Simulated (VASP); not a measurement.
# SnSe in VASP: further runs, part 3 of 3

VASP 6.6.1.

### Step 4. Single point, PBE

This run uses another cell than the first one.

INCAR

```
SYSTEM = SnSe
PREC     = Accurate       ! precision mode
ENCUT    = 520            ! plane-wave cutoff, eV
EDIFF    = 1E-6           ! SCF threshold, eV
ISMEAR   = 0              ! smearing method
SIGMA    = 0.02           ! smearing width, eV
LREAL    = .FALSE.        ! projectors in reciprocal space
LASPH    = .TRUE.         ! aspherical terms in the spheres
NELM     = 60             ! most SCF steps
ALGO     = Normal         ! electronic algorithm
ISIF     = 2              ! what is computed and relaxed
LWAVE    = .FALSE.        ! write WAVECAR
LCHARG   = .FALSE.        ! write CHGCAR
LDIPOL   = .TRUE.       
IDIPOL   = 3            
DIPOL    = 0.5 0.5 0.294
GGA      = PE             ! functional
NBANDS   = 17             ! bands
```

KPOINTS

```
Automatic mesh
0
G
  10 10 1
  0 0 0
```

POSCAR

```
SnSe
1.0
    4.0318655097      0.0000000000      0.0000000000
    0.0000000000      4.0318655097      0.0000000000
    0.0000000000      0.0000000000     23.8000000000
Sn Se
1 1
Direct
    0.5000000000      0.5000000000      0.2941176471
    0.0000000000      0.0000000000      0.2941176471
```

Potentials or basis: VASP PAW PBE potentials, release 64 (Sn_d, Se).

Run with:

```sh
cat potpaw_PBE.64/Sn_d/POTCAR potpaw_PBE.64/Se/POTCAR > POTCAR
mpirun -np 1 vasp_std > vasp.out
```

OUTCAR:

```text
SYSTEM = SnSe
   PREC = Accurate
   ENCUT = 520
   EDIFF = 1E-6
   ISMEAR = 0
   LREAL = .FALSE.
   LASPH = .TRUE.
   NELM = 60
   ISIF = 2
   GGA = PE

 ion  position               nearest neighbor table
   1  0.500  0.500  0.294-   2 2.85   2 2.85   2 2.85   2 2.85
   2  0.000  0.000  0.294-   1 2.85   1 2.85   1 2.85   1 2.85

  LATTYP: Found a simple tetragonal cell.
 ALAT       =     4.0318655097
 C/A-ratio  =     5.9029746758

  Lattice vectors:

 A1 = (   4.0318655097,   0.0000000000,   0.0000000000)
 A2 = (   0.0000000000,   4.0318655097,   0.0000000000)
 A3 = (   0.0000000000,   0.0000000000,  23.8000000000)

Analysis of symmetry for initial positions (statically):
=====================================================================
 Subroutine PRICEL returns:
 Original cell was already a primitive cell.

 Routine SETGRP: Setting up the symmetry group for a
 simple tetragonal supercell.

 Subroutine GETGRP returns: Found 16 space group operations
 (whereof  8 operations were pure point group operations)
 out of a pool of 16 trial point group operations.

The static configuration has the point symmetry C_4v.
 The point group associated with its full space group is D_4h.

Analysis of symmetry for dynamics (positions and initial velocities):
=====================================================================
 Subroutine PRICEL returns:
 Original cell was already a primitive cell.

 Routine SETGRP: Setting up the symmetry group for a
 simple tetragonal supercell.

 Subroutine GETGRP returns: Found 16 space group operations
 (whereof  8 operations were pure point group operations)
 out of a pool of 16 trial point group operations.

The dynamic configuration has the point symmetry C_4v.
 The point group associated with its full space group is D_4h.

 Subroutine INISYM returns: Found 16 space group operations
 (whereof  8 operations are pure point group operations),
 and found     1 'primitive' translations

----------------------------------------------------------------------------------------

                                     Primitive cell

  volume of cell :     386.8914

  direct lattice vectors                    reciprocal lattice vectors
     4.031865510  0.000000000  0.000000000     0.248024146  0.000000000  0.000000000
     0.000000000  4.031865510  0.000000000     0.000000000  0.248024146  0.000000000
     0.000000000  0.000000000 23.800000000     0.000000000  0.000000000  0.042016807

  length of vectors
     4.031865510  4.031865510 23.800000000     0.248024146  0.248024146  0.042016807

  position of ions in fractional coordinates (direct lattice)
     0.500000000  0.500000000  0.294117647
     0.000000000  0.000000000  0.294117647

  ion indices of the primitive-cell ions
   primitive index   ion index
                 1           1
                 2           2

----------------------------------------------------------------------------------------

 KPOINTS: Automatic mesh

Automatic generation of k-mesh.
 Grid dimensions read from file:
 generate k-points for:   10   10    1

 Generating k-lattice:

  Cartesian coordinates                     Fractional coordinates (reciprocal lattice)
     0.024802415  0.000000000  0.000000000     0.100000000  0.000000000  0.000000000
     0.000000000  0.024802415  0.000000000     0.000000000  0.100000000  0.000000000
     0.000000000  0.000000000  0.042016807     0.000000000  0.000000000  1.000000000

  Length of vectors
     0.024802415  0.024802415  0.042016807

  Shift w.r.t. Gamma in fractional coordinates (k-lattice)
     0.000000000  0.000000000  0.000000000

 Subroutine IBZKPT returns following result:
 ===========================================

 Found     21 irreducible k-points:

 Following reciprocal coordinates:
            Coordinates               Weight
  0.000000  0.000000  0.000000      1.000000
  0.100000  0.000000  0.000000      4.000000
  0.200000  0.000000  0.000000      4.000000
  0.300000  0.000000  0.000000      4.000000
  0.400000  0.000000  0.000000      4.000000
  0.500000  0.000000  0.000000      2.000000
[... 13 lines left out ...]
  0.500000  0.400000  0.000000      4.000000
  0.500000  0.500000  0.000000      1.000000
   k-points           NKPTS =     21   k-points in BZ     NKDIM =     21   number of bands    NBANDS=     17
   number of dos      NEDOS =    301   number of ions     NIONS =      2
   total plane-waves  NPLWV = 162000
   dimension x,y,z NGX =    30 NGY =   30 NGZ =  180
   dimension x,y,z NGXF=    60 NGYF=   60 NGZF=  360
   ions per type =               1   1
   NGX,Y,Z   is equivalent  to a cutoff of  12.37, 12.37, 12.57 a.u.
   NGXF,Y,Z  is equivalent  to a cutoff of  24.74, 24.74, 25.15 a.u.
 SYSTEM =  SnSe
   PREC   = accura    normal or accurate (medium, high low for compatibility)
   ISTART =      0    job   : 0-new  1-cont  2-samecut
   ICHARG =      2    charge: 1-file 2-atom 10-const
   ISPIN  =      1    spin polarized calculation?
   LNONCOLLINEAR =      F non collinear calculations
   LSORBIT =      F    spin-orbit coupling
   LASPH  =      T    aspherical Exc in radial PAW
   ENCUT  =  520.0 eV  38.22 Ry    6.18 a.u.   7.50  7.50 44.25*2*pi/ulx,y,z
   NELM   =     60;   NELMIN=  2; NELMDL= -5     # of ELM steps
   EDIFF  = 0.1E-05   stopping-criterion for ELM
   LREAL  =      F    real-space projection
   EDIFFG = 0.1E-04   stopping-criterion for IOM
   NSW    =      0    number of steps for IOM
   IBRION =     -1    ionic relax: 0-MD 1-quasi-New 2-CG
   NFREE  =      0    steps in history (QN), initial steepest desc. (CG)
   ISIF   =      2    stress and relaxation
   ISYM   =      2    0-nonsym 1-usesym 2-fastsym
   POTIM  = 0.5000    time-step for ionic-motion
   TEBEG  =    0.0;   TEEND  =   0.0 temperature during run
   PSTRESS=    0.0 pullay stress
   NELECT =      20.0000    total number of electrons
   NUPDOWN=      -1.0000    fix difference up-down
   EMIN   =  10.00;   EMAX   =-10.00  energy-range for DOS
   EFERMI =   0.00;   METHOD = LEGACY
   ISMEAR =     0;   SIGMA  =   0.02  broadening in eV -4-tet -1-fermi 0-gaus
   EFERMI_NEDOS =   21; number of points for ismear=-14 and -15
   IALGO  =     38    algorithm
   IMIX   =      4    mixing-type and parameters
     AMIX     =   0.40;   BMIX     =  1.00
     AMIX_MAG =   1.60;   BMIX_MAG =  1.00
  volume/ion in A,a.u.               =     193.45      1305.44
  Fermi-wavevector in a.u.,A,eV,Ry     =   0.609848  1.152446  5.060210  0.371915
  Thomas-Fermi vector in A             =   1.665194
   LORBIT       =      0    0 simple, 1 ext, 2 COOP (PROOUT), +10 PAW based schemes
   GGA     = PE    functional components
   LHFCALC =     F    Hartree Fock is set to
   AEXX    =    0.0000 exact exchange contribution
   IVDW    =     0    specifies the selected vdW correction
   LEPSILON=     F    determine dielectric tensor
   LRPA    =     F    only Hartree local field effects (RPA)
 non-spin polarized calculation
 Gauss-broadening in eV      SIGMA  =   0.02
  energy-cutoff  :      520.00
  volume of cell :      386.89
 maximum number of plane-waves:     10477
 NGX is ok and might be reduce to    30
   NGX = 15   NGY = 15   NGZ = 89

 dipolmoment           0.000000      0.000000     -0.000000 electrons x Angstroem

 number of electron      20.0000012 magnetization

 dipolmoment           0.000000      0.000000      0.000002 electrons x Angstroem

 Free energy of the ion-electron system (eV)
  ---------------------------------------------------
  ext. energy  EPLUGINS =         0.00000000
  ---------------------------------------------------
  free energy    TOTEN  =        -7.38794082 eV

  energy without entropy =       -7.38786752  energy(sigma->0) =       -7.38790417

 E-fermi :  -2.5909     XC(G=0):  -1.8450

 val. band max:       -2.6229751332   @ k =   0.4000   0.0000   0.0000
 cond. band min:      -2.5591856094   @ k =   0.5000   0.1000   0.0000
 fundamental gap:      0.0637895239
 Fermi energy:        -2.5909406322

 k-point     1 :       0.0000    0.0000    0.0000
  band No.  band energies     occupation
      1     -24.4995      2.00000
      2     -24.4206      2.00000
      3     -24.4206      2.00000
      4     -24.3058      2.00000
      5     -24.2948      2.00000
      6     -15.9380      2.00000
[... 397 lines left out ...]
      4     -24.3411      2.00000
      5     -24.2668      2.00000
      6     -14.7751      2.00000
[... 9 lines left out ...]
     16       4.5668      0.00000
     17       4.8194      0.00000

------------------------ aborting loop because EDIFF is reached ----------------------------------------

 vacuum level on the upper side and lower side of the slab       (xc-potential included)        -0.006        -0.006

  FORCE on cell =-STRESS in cart. coord.  units (eV):
  Direction    XX          YY          ZZ          XY          YZ          ZX
  --------------------------------------------------------------------------------------
  -------------------------------------------------------------------------------------
  Total        1.5059927      1.5059927     -0.0115134      0.0000000      0.0000000     -0.0000000
  in kB        6.2365502      6.2365502     -0.0476787      0.0000000      0.0000000     -0.0000000
  external PRESSURE =       4.1418072 kB  Pullay stress =       0.0000000 kB

 VOLUME and BASIS-vectors are now :
 -----------------------------------------------------------------------------
  energy-cutoff  :      520.00
  volume of cell :      386.89
      direct lattice vectors                 reciprocal lattice vectors
     4.031865510  0.000000000  0.000000000     0.248024146  0.000000000  0.000000000
     0.000000000  4.031865510  0.000000000     0.000000000  0.248024146  0.000000000
     0.000000000  0.000000000 23.800000000     0.000000000  0.000000000  0.042016807

 POSITION                                       TOTAL-FORCE (eV/Angst)
 -----------------------------------------------------------------------------------
      2.01593      2.01593      7.00000         0.000000      0.000000      0.000000
      0.00000      0.00000      7.00000         0.000000      0.000000      0.000000
 -----------------------------------------------------------------------------------
    total drift:                                0.000000      0.000000      0.000050

  FREE ENERGIE OF THE ION-ELECTRON SYSTEM (eV)
  ---------------------------------------------------
  free  energy   TOTEN  =        -7.3879408176 eV

  energy  without entropy=       -7.3878675180  energy(sigma->0) =       -7.38790417

 vacuum level on the upper side and lower side of the slab         1.341         1.341
```

Run time: 5.5 min. Hardware: 1 thread of Intel Xeon 8259CL, shared host; peak memory 0.47 GiB.

What came out:

| Quantity | Value |
| --- | --- |
| Free energy | -7.3879 eV |
| Band gap on the k mesh | 0.06 eV (least direct gap 0.29 eV) |

Caveat: semilocal functionals underestimate gaps, and a narrow one can read as zero; spin-orbit coupling is left out, which moves the levels of the heavy elements.

### Step 5. Single point, PBE

This run uses another cell than the first one.

INCAR

```
SYSTEM = SnSe
PREC     = Accurate       ! precision mode
ENCUT    = 520            ! plane-wave cutoff, eV
EDIFF    = 1E-7           ! SCF threshold, eV
ISMEAR   = 0              ! smearing method
SIGMA    = 0.02           ! smearing width, eV
LREAL    = .False.        ! projectors in reciprocal space
LASPH    = .True.         ! aspherical terms in the spheres
NELM     = 80             ! most SCF steps
ALGO     = Normal         ! electronic algorithm
ISIF     = 2              ! what is computed and relaxed
LWAVE    = .False.        ! write WAVECAR
LCHARG   = .False.        ! write CHGCAR
LDIPOL   = .True.       
IDIPOL   = 3            
DIPOL    = 0.5 0.5 0.294
GGA      = PE             ! functional
NBANDS   = 17             ! bands
```

KPOINTS

```
Automatic mesh
0
Gamma
  10 10 1
  0 0 0
```

POSCAR

```
SnSe
1.0
    4.1113356052      0.0000000000      0.0000000000
    0.0000000000      4.1113356052      0.0000000000
    0.0000000000      0.0000000000     23.8000000000
Sn Se
1 1
Direct
    0.5000000000      0.5000000000      0.2941176471
    0.0000000000      0.0000000000      0.2941176471
```

Run with:

```sh
cat potpaw_PBE.64/Sn_d/POTCAR potpaw_PBE.64/Se/POTCAR > POTCAR
mpirun -np 1 vasp_std > vasp.out
```

Run time: 5.1 min. Hardware: 1 thread of Intel Xeon 8259CL, shared host; peak memory 0.5 GiB.

It converged, with:

* Free energy: -7.4175 eV
* Band gap on the k mesh: 0.07 eV (least direct gap 0.47 eV)

Levels at points of the mesh, in eV from the valence-band top:
| k point | band 6 | band 7 | band 8 | band 9 | band 10 | band 11 | band 12 | band 13 | band 14 | band 15 |
| --- | --- | --- | --- | --- | --- | --- | --- | --- | --- | --- |
| (0.00, 0.00, 0.00) | -13.10 | -5.40 | -2.98 | -2.77 | -2.77 | 1.99 | 3.06 | 3.94 | 4.11 | 4.36 |
| (0.50, 0.00, 0.00) | -12.54 | -7.89 | -1.81 | -1.51 | 0.00 | 0.54 | 0.85 | 1.66 | 5.21 | 5.30 |
| (0.50, 0.50, 0.00) | -12.10 | -6.31 | -4.75 | -4.75 | -1.43 | 0.96 | 4.82 | 4.82 | 6.31 | 6.31 |

Caveat: semilocal functionals underestimate gaps, and a narrow one can read as zero; spin-orbit coupling is left out, which moves the levels of the heavy elements.

### Step 6. Overview

```tsv
cell	k mesh	smearing	gap on the mesh (eV)
a = 4.758, b = 4.758, c = 14.000 Å, 2 atoms	4 × 4 × 1	gaussian 0.1 eV	0.61
a = 4.032, b = 4.032, c = 23.800 Å, 2 atoms	4 × 4 × 1	gaussian 0.1 eV	0.44
a = 4.032, b = 4.032, c = 23.800 Å, 2 atoms	10 × 10 × 1	gaussian 0.02 eV	0.06
a = 4.111, b = 4.111, c = 23.800 Å, 2 atoms	10 × 10 × 1	gaussian 0.02 eV	0.07
```

Alike in all rows: task single point; level PBE; potentials or basis VASP PAW PBE potentials, release 64 (Sn_d, Se); no spin polarisation; cutoff (eV) 520.

Caveats: semilocal functionals underestimate gaps, and a narrow one can read as zero; spin-orbit coupling is left out, which moves the levels of the heavy elements.

Absolute energies hang on the potentials; compare differences alone.
